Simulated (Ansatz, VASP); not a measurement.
HfN: VASP beside Ansatz

The input INCAR:

```
ALGO = Normal
EDIFF = 1E-7
ENCUT = 520
ISIF = 2
ISMEAR = -1
LASPH = T
LCHARG = T
LELF = T
LREAL = F
LVHAR = T
LWAVE = F
NBANDS = 23
NELM = 80
PREC = Accurate
SIGMA = 0.05
```

KPOINTS

```
k-points
0
Gamma
  10 10 5
```

Contents of POSCAR:

```
HfN
1.0
    3.1751483831      0.0000000000      0.0000000000
   -1.5875741916      2.7497591606      0.0000000000
    0.0000000000      0.0000000000      5.4880491538
Hf N
2 2
Direct
    0.3333333333      0.6666666667      0.2500000000
    0.6666666667      0.3333333333      0.7500000000
    0.0000000000      0.0000000000      0.5000000000
    0.0000000000      0.0000000000      0.0000000000
```

File input.yaml:

```yaml
crystal:
  lattice:
    - [3.1751483831, 0.0, 0.0]
    - [-1.5875741916, 2.7497591606, 0.0]
    - [0.0, 0.0, 5.4880491538]
  atoms:
    - { symbol: Hf, position: [0.3333333333, 0.6666666667, 0.25] }
    - { symbol: Hf, position: [0.6666666667, 0.3333333333, 0.75] }
    - { symbol: "N", position: [0.0, 0.0, 0.5] }
    - { symbol: "N", position: [0.0, 0.0, 0.0] }
hamiltonian:
  xc: lda
  pseudopotentials: { kind: paw }
kpoints:
  mp_grid: { grid: [10, 10, 5] }
scf:
  occupations: { method: fermi_dirac, width: 0.05 }
output:
  forces: true
  stress: true
  eigenvalues: true
```

Alike in both runs: task single point; functional LDA; k mesh 10 × 10 × 5; occupations fermi-dirac, width 0.05 eV; no spin polarisation.

|  | VASP | Ansatz |
| --- | --- | --- |
| version | VASP 6.6.1 | Ansatz 0.2.0 |
| potentials or method | VASP PAW LDA potentials, release 64 (Hf_pv, N) | Ansatz PAW |
| plane-wave cutoff (eV) | 520 | 420 |
| valence electrons in the cell | 30 | 62 |

VASP gave:

```
gap on the k mesh at the Fermi level (eV)                     : none
pressure (GPa)                                                : -19.4
traceless stress, the component that is largest in VASP (GPa) : -0.44
```

Task: What did Ansatz give for the same quantities?

Result: gap on the k mesh at the Fermi level (eV): none; pressure (GPa): -18.2; traceless stress, the component that is largest in VASP (GPa): -0.46.

LDA's correlation is that of Perdew and Zunger in VASP and of Perdew and Wang (1992) in Ansatz. A gap of «none» marks a metal or a gap that the smearing closes. VASP's potentials hold 30 valence electrons a cell and Ansatz's 62, so a difference there can come from the potentials and not from the codes.

Spin-orbit coupling is off throughout.
